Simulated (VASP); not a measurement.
Set up this calculation in VASP 6.6.1, as the native input.

- Task: electric field gradients
- Functional: PBEsol
- Potentials or basis: VASP PAW PBE potentials, release 64 (Ir)
- Cutoff: 520 eV
- k mesh: 18 × 18 × 18
- Occupations: fermi-dirac, width 0.05 eV
- Spin: no spin polarisation
- Dipole correction: no
- Further INCAR settings: ALGO = Normal; EDIFF = 1e-08; NBANDS = 10

The structure of Ir lies in POSCAR:

```
Ir
1.0
    0.0000000000      1.8805114529      1.8805114529
    1.8805114529      0.0000000000      1.8805114529
    1.8805114529      1.8805114529      0.0000000000
Ir
1
Direct
    0.0000000000      0.0000000000      0.0000000000
```

This cell differs from its parent crystal: volume scaled by 0.94.

One way to write it, as run:

INCAR

```
SYSTEM = Ir
PREC = Accurate
ENCUT = 520
EDIFF = 1E-8
ISMEAR = -1
SIGMA = 0.05
LREAL = .FALSE.
LASPH = .TRUE.
NELM = 80
ALGO = Normal
ISIF = 2
LWAVE = .FALSE.
LCHARG = .FALSE.
GGA = PS
LEFG = .TRUE.
NBANDS = 10
```

KPOINTS

```
Automatic mesh
0
G
  18 18 18
  0 0 0
```

Potentials or basis: VASP PAW PBE potentials, release 64 (Ir).

The run is started by

```console
$ cat potpaw_PBE.64/Ir/POTCAR > POTCAR
$ mpirun -np 1 vasp_std > vasp.out
```

Results of the run:

| Item | Value |
| --- | --- |
| Pressure | 25.8 GPa |

Caveat: without QUAD_EFG the Cq values of the log hold for a quadrupole moment of 1 mb, not for the nuclei; the PAW data sets were made with another functional, which shifts forces and pressure a little.

Run time: 24 s on 1 thread of Intel(R) Xeon(R) Platinum 8488C (Sapphire Rapids) (shared host), peak memory 0.15 GiB.
